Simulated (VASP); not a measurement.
# LiF (Fm-3m) in VASP: single point with PBE

Aim: the single point of LiF with PBE.

Everything below comes from runs of VASP 6.6.1. Logs are shortened: lines on timing, memory, paths and dates and some standing lists are left out, and cuts for length are marked.

### 1 The cell of the first run

Symmetry: Fm-3m, No. 225, cubic system. The conventional cell has a = 4.199 Å, b = 4.199 Å, c = 4.199 Å, α = 90.00°, β = 90.00°, γ = 90.00°. Within 2.8 Å of Li (site symmetry m-3m) lie 6 F at 2.10 Å. F (site symmetry m-3m) has 6 Li at 2.10 Å within 2.8 Å.

### 2 Single point, PBE (volume scaled by 1.10)

INCAR reads:

```
SYSTEM = LiF
PREC = Accurate ; ENCUT = 520
EDIFF = 1E-6 ; ISMEAR = 0
SIGMA = 0.02 ; LREAL = .FALSE.
LASPH = .TRUE. ; NELM = 60
ALGO = Normal ; ISIF = 2
LWAVE = .FALSE. ; LCHARG = .FALSE.
GGA = PE ; NBANDS = 12
```

KPOINTS reads:

```
Automatic mesh
0
G
  10 10 10
  0 0 0
```

POSCAR reads:

```
LiF
1.0
    0.0000000000      2.0996555051      2.0996555051
    2.0996555051      0.0000000000      2.0996555051
    2.0996555051      2.0996555051      0.0000000000
Li F
1 1
Direct
    0.5000000000      0.5000000000      0.5000000000
    0.0000000000      0.0000000000      0.0000000000
```

Potentials or basis: VASP PAW PBE potentials, release 64 (Li_sv, F).

Command:

```sh
$ cat potpaw_PBE.64/Li_sv/POTCAR potpaw_PBE.64/F/POTCAR > POTCAR
$ mpirun -np 1 vasp_std > vasp.out
```

OUTCAR:

```text
SYSTEM = LiF
   PREC = Accurate
   ENCUT = 520
   EDIFF = 1E-6
   ISMEAR = 0
   LREAL = .FALSE.
   LASPH = .TRUE.
   NELM = 60
   ISIF = 2
   GGA = PE

 ion  position               nearest neighbor table
   1  0.500  0.500  0.500-   2 2.10   2 2.10   2 2.10   2 2.10   2 2.10   2 2.10
   2  0.000  0.000  0.000-   1 2.10   1 2.10   1 2.10   1 2.10   1 2.10   1 2.10

  LATTYP: Found a face centered cubic cell.
 ALAT       =     4.1993110102

  Lattice vectors:

 A1 = (   0.0000000000,   2.0996555051,   2.0996555051)
 A2 = (   2.0996555051,   0.0000000000,   2.0996555051)
 A3 = (   2.0996555051,   2.0996555051,   0.0000000000)

Analysis of symmetry for initial positions (statically):
=====================================================================
 Subroutine PRICEL returns:
 Original cell was already a primitive cell.

 Routine SETGRP: Setting up the symmetry group for a
 face centered cubic supercell.

 Subroutine GETGRP returns: Found 48 space group operations
 (whereof 48 operations were pure point group operations)
 out of a pool of 48 trial point group operations.

The static configuration has the point symmetry O_h .

Analysis of symmetry for dynamics (positions and initial velocities):
=====================================================================
 Subroutine PRICEL returns:
 Original cell was already a primitive cell.

 Routine SETGRP: Setting up the symmetry group for a
 face centered cubic supercell.

 Subroutine GETGRP returns: Found 48 space group operations
 (whereof 48 operations were pure point group operations)
 out of a pool of 48 trial point group operations.

The dynamic configuration has the point symmetry O_h .

 Subroutine INISYM returns: Found 48 space group operations
 (whereof 48 operations are pure point group operations),
 and found     1 'primitive' translations

----------------------------------------------------------------------------------------

                                     Primitive cell

  volume of cell :      18.5129

  direct lattice vectors                    reciprocal lattice vectors
     0.000000000  2.099655505  2.099655505    -0.238134303  0.238134303  0.238134303
     2.099655505  0.000000000  2.099655505     0.238134303 -0.238134303  0.238134303
     2.099655505  2.099655505  0.000000000     0.238134303  0.238134303 -0.238134303

  length of vectors
     2.969361292  2.969361292  2.969361292     0.412460712  0.412460712  0.412460712

  position of ions in fractional coordinates (direct lattice)
     0.500000000  0.500000000  0.500000000
     0.000000000  0.000000000  0.000000000

  ion indices of the primitive-cell ions
   primitive index   ion index
                 1           1
                 2           2

----------------------------------------------------------------------------------------

 KPOINTS: Automatic mesh

Automatic generation of k-mesh.
 Grid dimensions read from file:
 generate k-points for:   10   10   10

 Generating k-lattice:

  Cartesian coordinates                     Fractional coordinates (reciprocal lattice)
    -0.023813430  0.023813430  0.023813430     0.100000000  0.000000000  0.000000000
     0.023813430 -0.023813430  0.023813430     0.000000000  0.100000000  0.000000000
     0.023813430  0.023813430 -0.023813430     0.000000000  0.000000000  0.100000000

  Length of vectors
     0.041246071  0.041246071  0.041246071

  Shift w.r.t. Gamma in fractional coordinates (k-lattice)
     0.000000000  0.000000000  0.000000000

 Subroutine IBZKPT returns following result:
 ===========================================

 Found     47 irreducible k-points:

 Following reciprocal coordinates:
            Coordinates               Weight
  0.000000  0.000000  0.000000      1.000000
  0.100000  0.000000  0.000000      8.000000
  0.200000  0.000000  0.000000      8.000000
  0.300000  0.000000  0.000000      8.000000
  0.400000  0.000000  0.000000      8.000000
  0.500000  0.000000  0.000000      4.000000
[... 16 lines left out ...]
  0.300000  0.300000  0.000000      6.000000
  0.400000  0.300000  0.000000     24.000000
 [... further k-points ...]
   k-points           NKPTS =     47   k-points in BZ     NKDIM =     47   number of bands    NBANDS=     12
   number of dos      NEDOS =    301   number of ions     NIONS =      2
   total plane-waves  NPLWV =  13824
   dimension x,y,z NGX =    24 NGY =   24 NGZ =   24
   dimension x,y,z NGXF=    48 NGYF=   48 NGZF=   48
   ions per type =               1   1
   NGX,Y,Z   is equivalent  to a cutoff of  13.44, 13.44, 13.44 a.u.
   NGXF,Y,Z  is equivalent  to a cutoff of  26.87, 26.87, 26.87 a.u.
 SYSTEM =  LiF
   PREC   = accura    normal or accurate (medium, high low for compatibility)
   ISTART =      0    job   : 0-new  1-cont  2-samecut
   ICHARG =      2    charge: 1-file 2-atom 10-const
   ISPIN  =      1    spin polarized calculation?
   LNONCOLLINEAR =      F non collinear calculations
   LSORBIT =      F    spin-orbit coupling
   LASPH  =      T    aspherical Exc in radial PAW
   ENCUT  =  520.0 eV  38.22 Ry    6.18 a.u.   5.52  5.52  5.52*2*pi/ulx,y,z
   NELM   =     60;   NELMIN=  2; NELMDL= -5     # of ELM steps
   EDIFF  = 0.1E-05   stopping-criterion for ELM
   LREAL  =      F    real-space projection
   EDIFFG = 0.1E-04   stopping-criterion for IOM
   NSW    =      0    number of steps for IOM
   IBRION =     -1    ionic relax: 0-MD 1-quasi-New 2-CG
   NFREE  =      0    steps in history (QN), initial steepest desc. (CG)
   ISIF   =      2    stress and relaxation
   ISYM   =      2    0-nonsym 1-usesym 2-fastsym
   POTIM  = 0.5000    time-step for ionic-motion
   TEBEG  =    0.0;   TEEND  =   0.0 temperature during run
   PSTRESS=    0.0 pullay stress
   NELECT =      10.0000    total number of electrons
   NUPDOWN=      -1.0000    fix difference up-down
   EMIN   =  10.00;   EMAX   =-10.00  energy-range for DOS
   EFERMI =   0.00;   METHOD = LEGACY
   ISMEAR =     0;   SIGMA  =   0.02  broadening in eV -4-tet -1-fermi 0-gaus
   EFERMI_NEDOS =   21; number of points for ismear=-14 and -15
   IALGO  =     38    algorithm
   IMIX   =      4    mixing-type and parameters
     AMIX     =   0.40;   BMIX     =  1.00
     AMIX_MAG =   1.60;   BMIX_MAG =  1.00
  volume/ion in A,a.u.               =       9.26        62.47
  Fermi-wavevector in a.u.,A,eV,Ry     =   1.333266  2.519507 24.185690  1.777598
  Thomas-Fermi vector in A             =   2.462137
   LORBIT       =      0    0 simple, 1 ext, 2 COOP (PROOUT), +10 PAW based schemes
   GGA     = PE    functional components
   LHFCALC =     F    Hartree Fock is set to
   AEXX    =    0.0000 exact exchange contribution
   IVDW    =     0    specifies the selected vdW correction
   LEPSILON=     F    determine dielectric tensor
   LRPA    =     F    only Hartree local field effects (RPA)
 non-spin polarized calculation
 Gauss-broadening in eV      SIGMA  =   0.02
  energy-cutoff  :      520.00
  volume of cell :       18.51
 maximum number of plane-waves:       531
 NGX is ok and might be reduce to    24
   NGX = 11   NGY = 11   NGZ = 11

 number of electron      10.0000011 magnetization

 Free energy of the ion-electron system (eV)
  ---------------------------------------------------
  ext. energy  EPLUGINS =         0.00000000
  ---------------------------------------------------
  free energy    TOTEN  =        -9.61112770 eV

  energy without entropy =       -9.61112770  energy(sigma->0) =       -9.61112770

 E-fermi :  -1.4779     XC(G=0):  -9.3889

 val. band max:       -1.7122776058   @ k =   0.0000   0.0000   0.0000
 cond. band min:       6.3475129368   @ k =   0.0000   0.0000   0.0000
 fundamental gap:      8.0597905426
 Fermi energy:        -1.4778534545

 k-point     1 :       0.0000    0.0000    0.0000
  band No.  band energies     occupation
      1     -42.9543      2.00000
      2     -21.3705      2.00000
      3      -1.7123      2.00000
      4      -1.7123      2.00000
      5      -1.7123      2.00000
      6       6.3475      0.00000
      7      20.6407      0.00000
      8      20.6407      0.00000
      9      20.6407      0.00000
     10      21.3917      0.00000
     11      21.3917      0.00000
     12      21.3917      0.00000

 k-point     2 :       0.1000    0.0000    0.0000
  band No.  band energies     occupation
      1     -42.9510      2.00000
      2     -21.3390      2.00000
      3      -1.9641      2.00000
      4      -1.7312      2.00000
      5      -1.7312      2.00000
      6       6.6386      0.00000
      7      18.3739      0.00000
      8      19.6117      0.00000
      9      19.6117      0.00000
     10      22.1524      0.00000
     11      22.2774      0.00000
     12      22.2774      0.00000

 k-point     3 :       0.2000    0.0000    0.0000
  band No.  band energies     occupation
      1     -42.9425      2.00000
      2     -21.2555      2.00000
      3      -2.5623      2.00000
      4      -1.7800      2.00000
      5      -1.7800      2.00000
      6       7.3158      0.00000
      7      16.0195      0.00000
      8      18.2728      0.00000
      9      18.2728      0.00000
     10      22.9929      0.00000
     11      23.5366      0.00000
     12      23.5366      0.00000

 k-point     4 :       0.3000    0.0000    0.0000
  band No.  band energies     occupation
      1     -42.9319      2.00000
      2     -21.1489      2.00000
      3      -3.2164      2.00000
      4      -1.8383      2.00000
      5      -1.8383      2.00000
      6       7.9818      0.00000
      7      14.4720      0.00000
      8      17.1570      0.00000
      9      17.1570      0.00000
     10      24.1824      0.00000
     11      25.0350      0.00000
     12      25.0350      0.00000

 k-point     5 :       0.4000    0.0000    0.0000
  band No.  band energies     occupation
      1     -42.9235      2.00000
      2     -21.0606      2.00000
      3      -3.6988      2.00000
      4      -1.8840      2.00000
      5      -1.8840      2.00000
      6       8.3409      0.00000
      7      13.7636      0.00000
      8      16.4363      0.00000
      9      16.4363      0.00000
     10      25.5727      0.00000
     11      26.5041      0.00000
     12      26.5041      0.00000
[... 228 lines left out ...]
      1     -42.9208      2.00000
      2     -21.0126      2.00000
      3      -3.4268      2.00000
      4      -2.6655      2.00000
      5      -1.9132      2.00000
      6       9.3416      0.00000
      7      13.2021      0.00000
      8      16.2709      0.00000
      9      16.6071      0.00000
     10      25.2745      0.00000
     11      25.7566      0.00000
     12      25.7646      0.00000

 k-point    22 :      -0.2000    0.2000    0.0000
  band No.  band energies     occupation
      1     -42.9286      2.00000
      2     -21.1045      2.00000
      3      -3.1006      2.00000
      4      -2.4243      2.00000
      5      -1.8028      2.00000
      6       8.5967      0.00000
      7      14.0443      0.00000
      8      16.7000      0.00000
      9      17.1502      0.00000
     10      24.1002      0.00000
     11      24.1744      0.00000
     12      26.4321      0.00000

 k-point    23 :       0.3000    0.3000    0.0000
  band No.  band energies     occupation
      1     -42.9255      2.00000
      2     -21.0462      2.00000
      3      -3.3334      2.00000
      4      -2.2607      2.00000
      5      -2.2607      2.00000
      6       9.4236      0.00000
      7      15.5004      0.00000
      8      16.0762      0.00000
      9      17.3466      0.00000
     10      17.3466      0.00000
     11      29.9397      0.00000
     12      30.8434      0.00000

 k-point    24 :       0.4000    0.3000    0.0000
  band No.  band energies     occupation
      1     -42.9191      2.00000
      2     -20.9635      2.00000
      3      -3.6715      2.00000
      4      -2.4359      2.00000
      5      -2.3427      2.00000
      6      10.2523      0.00000
      7      14.2907      0.00000
      8      15.5340      0.00000
      9      17.1033      0.00000
     10      18.1710      0.00000
     11      29.4542      0.00000
     12      31.0341      0.00000

 [... further k-points ...]
[... 5 lines left out ...]
  --------------------------------------------------------------------------------------
  -------------------------------------------------------------------------------------
  Total       -0.6605145     -0.6605145     -0.6605145      0.0000000      0.0000000      0.0000000
  in kB      -57.1634998    -57.1634998    -57.1634998      0.0000000      0.0000000      0.0000000
  external PRESSURE =     -57.1634998 kB  Pullay stress =       0.0000000 kB

 VOLUME and BASIS-vectors are now :
 -----------------------------------------------------------------------------
  energy-cutoff  :      520.00
  volume of cell :       18.51
      direct lattice vectors                 reciprocal lattice vectors
     0.000000000  2.099655505  2.099655505    -0.238134303  0.238134303  0.238134303
     2.099655505  0.000000000  2.099655505     0.238134303 -0.238134303  0.238134303
     2.099655505  2.099655505  0.000000000     0.238134303  0.238134303 -0.238134303

 POSITION                                       TOTAL-FORCE (eV/Angst)
 -----------------------------------------------------------------------------------
      2.09966      2.09966      2.09966         0.000000     -0.000000     -0.000000
      0.00000      0.00000      0.00000        -0.000000      0.000000      0.000000
 -----------------------------------------------------------------------------------
    total drift:                                0.000000     -0.000000     -0.000000

  FREE ENERGIE OF THE ION-ELECTRON SYSTEM (eV)
  ---------------------------------------------------
  free  energy   TOTEN  =        -9.6111276959 eV

  energy  without entropy=       -9.6111276959  energy(sigma->0) =       -9.61112770
```

Run time: 3.9 s. Hardware: 1 thread of Intel Xeon 6975P-C (Granite Rapids), shared host; peak memory 0.13 GiB.

Results:

```
Free energy            : -9.6111 eV
Band gap on the k mesh : 8.06 eV, direct
```

Levels at points of the mesh, in eV from the valence-band top:
| k point | band 1 | band 2 | band 3 | band 4 | band 5 | band 6 | band 7 | band 8 | band 9 | band 10 |
| --- | --- | --- | --- | --- | --- | --- | --- | --- | --- | --- |
| (0.00, 0.00, 0.00) | -41.24 | -19.66 | 0.00 | 0.00 | 0.00 | 8.06 | 22.35 | 22.35 | 22.35 | 23.10 |
| (0.50, 0.00, 0.00) | -41.21 | -19.31 | -2.16 | -0.19 | -0.19 | 10.14 | 15.32 | 17.90 | 17.90 | 28.19 |
| (0.50, 0.50, 0.00) | -41.20 | -19.13 | -2.51 | -0.83 | -0.83 | 13.69 | 15.87 | 16.00 | 18.81 | 18.81 |

Caveat: the cutoff is under 1.25 times the usual one of these potentials, so pressure, stress and relaxed cells hold a basis-set (Pulay) error.
